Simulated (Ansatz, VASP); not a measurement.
# One calculation of SnO2, two programs

File INCAR:

```
PREC     = Accurate       # precision mode
ENCUT    = 520            # plane-wave cutoff, eV
EDIFF    = 1E-6           # SCF threshold, eV
ISMEAR   = 0              # smearing method
SIGMA    = 0.05           # smearing width, eV
LREAL    = F              # projectors in reciprocal space
LASPH    = T              # aspherical terms in the spheres
NELM     = 100            # most SCF steps
ALGO     = Normal         # electronic algorithm
ISIF     = 2              # what is computed and relaxed
LWAVE    = F              # write WAVECAR
LCHARG   = F              # write CHGCAR
GGA      = PE             # functional
NBANDS   = 20             # bands
```

Contents of KPOINTS:

```
Automatic mesh
0
Gamma
  12 12 12
```

POSCAR

```
SnO2
1.0
    1.6022668400      0.9250691914      4.8741482374
   -1.6022668400      0.9250691914      4.8741482374
    0.0000000000     -1.8501383828      4.8741482374
Sn O
1 2
Direct
    0.5000000000      0.5000000000      0.5000000000
    0.2291218238      0.2291218238      0.2291218238
    0.7708781762      0.7708781762      0.7708781762
```

Input for Ansatz:

```yaml
crystal:
  lattice:
    - [1.60226684, 0.9250691914, 4.8741482374]
    - [-1.60226684, 0.9250691914, 4.8741482374]
    - [0.0, -1.8501383828, 4.8741482374]
  atoms:
    - { symbol: Sn, position: [0.5, 0.5, 0.5] }
    - { symbol: O, position: [0.2291218238, 0.2291218238, 0.2291218238] }
    - { symbol: O, position: [0.7708781762, 0.7708781762, 0.7708781762] }
basis:
  ecutwfc: 520.0
kpoints:
  mp_grid: { grid: [12, 12, 12] }
hamiltonian:
  xc: pbe
  pseudopotentials: { kind: paw, azcp: { folder: soft_1 } }
scf:
  occupations: { method: gaussian, width: 0.05 }
output:
  forces: true
  stress: true
  eigenvalues: true
```

Alike in both runs: task single point; functional PBE; k mesh 12 × 12 × 12; occupations gaussian, width 0.05 eV; no spin polarisation.

|  | VASP | Ansatz |
| --- | --- | --- |
| version | VASP 6.6.1 | Ansatz 0.2.0 |
| potentials or method | VASP PAW PBE potentials, release 64 (Sn_d, O), cutoff 520 eV | scalar-relativistic, plane waves, PAW |
| valence electrons in the cell | 26 | 26 |

```tsv
	VASP	Ansatz	Ansatz less VASP
gap on the k mesh at the Fermi level (eV)	2.35	2.37	+0.018
least direct gap on the mesh (eV)	2.82	2.83	+0.009
pressure (GPa)	12.5	11.8	-0.71
traceless stress, the component that is largest in VASP (GPa)	-1.99	-1.49	+0.500
rms of the force components (eV/Å)	0.763	0.732	-0.0302
```

Atom by atom the forces differ by 0.030 eV/Å (rms over components).
